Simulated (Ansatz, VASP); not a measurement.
**One calculation of Ge, two programs**

Contents of POSCAR:

```
Ge
1.0
    0.0000000000      2.8606705585      2.8606705585
    2.8606705585      0.0000000000      2.8606705585
    2.8606705585      2.8606705585      0.0000000000
Ge
2
Direct
    0.0000000000      0.0000000000      0.0000000000
    0.2500000000      0.2500000000      0.2500000000
```

The input INCAR.step1:

```
SYSTEM = Ge
  PREC = Accurate
  ENCUT = 520
  EDIFF = 1E-5
  ISMEAR = -1
  SIGMA = 0.05
  LREAL = .FALSE.
  LASPH = .TRUE.
  NELM = 80
  ALGO = Normal
  ISIF = 2
  LWAVE = .TRUE.
  LCHARG = .FALSE.
  NBANDS = 21
  GGA = PE
```

INCAR.step2

```
SYSTEM = Ge
  PREC = Accurate
  ENCUT = 520
  EDIFF = 1E-6
  ISMEAR = -1
  SIGMA = 0.05
  LREAL = .FALSE.
  LASPH = .TRUE.
  NELM = 80
  ALGO = Normal
  ISIF = 2
  LWAVE = .FALSE.
  LCHARG = .FALSE.
  GGA = PE
  LHFCALC = .TRUE.
  HFSCREEN = 0.2079
  PRECFOCK = Normal
  NBANDS = 21
  ISTART = 1
```

Contents of KPOINTS:

```
Automatic mesh
0
G
  4 4 4
  0 0 0
```

Input for Ansatz:

```yaml
crystal:
  lattice:
    - [0.0, 2.860670558532, 2.860670558532]
    - [2.860670558532, 0.0, 2.860670558532]
    - [2.860670558532, 2.860670558532, 0.0]
  atoms:
    - { symbol: Ge, position: [0.0, 0.0, 0.0] }
    - { symbol: Ge, position: [0.25, 0.25, 0.25] }
kpoints:
  mp_grid: { grid: [4, 4, 4] }
hamiltonian:
  xc: hse06
  pseudopotentials: { kind: paw }
scf:
  occupations: { method: fermi_dirac, width: 0.05 }
  convergence: { dr2_threshold: "1e-10 eV" }
  exx: { energy_threshold: "2e-8 eV", singularity: regularized }
output:
  forces: true
  stress: true
  eigenvalues: true
```

Alike in both runs: task single point; functional HSE06; k mesh 4 × 4 × 4; occupations fermi-dirac, width 0.05 eV; no spin polarisation.

|  | VASP | Ansatz |
| --- | --- | --- |
| version | VASP 6.6.1 | Ansatz 0.2.0 development build |
| potentials or method | VASP PAW PBE potentials, release 64 (Ge_d) | plane waves, PAW datasets (generated soft set 1) |
| plane-wave cutoff (eV) | 520 | 420 |
| valence electrons in the cell | 28 | 28 |

|  | VASP | Ansatz | Ansatz less VASP |
| --- | --- | --- | --- |
| gap on the k mesh at the Fermi level (eV) | 0.62 | 0.61 | -0.012 |

The k mesh is coarse, so the values compare programs but aren't converged.
